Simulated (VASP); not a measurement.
## AgCl: single point with PBE

AgCl:

```
Ag Cl
1.0
     0.00000    2.55130    2.99500
     2.55130    0.00000    2.99500
     2.55130    2.55130    0.00000
Ag Cl
1 1
Cartesian
  2.5513 2.5513 2.9950
  0.0000 0.0000 0.0000
```

This cell differs from its parent crystal: strain -0.080 along x and y, +0.080 along z.

```
Program             : VASP 6.6.1
Task                : single point
Functional          : PBE
Potentials or basis : VASP PAW PBE potentials, release 64 (Ag, Cl)
Cutoff              : 520 eV
k mesh              : 8 × 8 × 8
Occupations         : gaussian, width 0.05 eV
Spin                : no spin polarisation
```

```json
{
  "Pressure": "10.3 GPa",
  "Band gap on the k mesh": "0.46 eV, indirect (least direct gap 3.26 eV)"
}
```

Stress tensor (GPa, compression positive):
```
13.84  0.00  0.00
 0.00 13.84  0.00
 0.00  0.00  3.27
```

Levels at points of the mesh, in eV from the valence-band top:
| k point | band 5 | band 6 | band 7 | band 8 | band 9 | band 10 | band 11 | band 12 | band 13 | band 14 |
| --- | --- | --- | --- | --- | --- | --- | --- | --- | --- | --- |
| (0.00, 0.00, 0.00) | -3.57 | -3.55 | -3.42 | -3.42 | -3.22 | 0.46 | 10.05 | 10.50 | 10.50 | 11.03 |
| (0.50, 0.00, 0.00) | -3.12 | -3.06 | -2.62 | -1.22 | 0.00 | 3.26 | 6.28 | 6.73 | 7.73 | 12.60 |
| (0.50, 0.50, 0.00) | -4.06 | -3.47 | -3.00 | -3.00 | -2.84 | 1.93 | 7.22 | 8.03 | 12.22 | 12.22 |
| (0.50, 0.00, 0.50) | -3.86 | -3.23 | -3.11 | -2.88 | -2.68 | 1.61 | 7.06 | 8.76 | 9.72 | 12.41 |

It took 30 s on 1 thread of Intel(R) Xeon(R) Platinum 8259CL CPU @ 2.50GHz (Skylake/Cascade Lake), with other jobs on the host, peak memory 0.18 GiB.

Caveat: the cell differs from its parent crystal (strain -0.080 along x and y, +0.080 along z). A k mesh can miss the band edges.
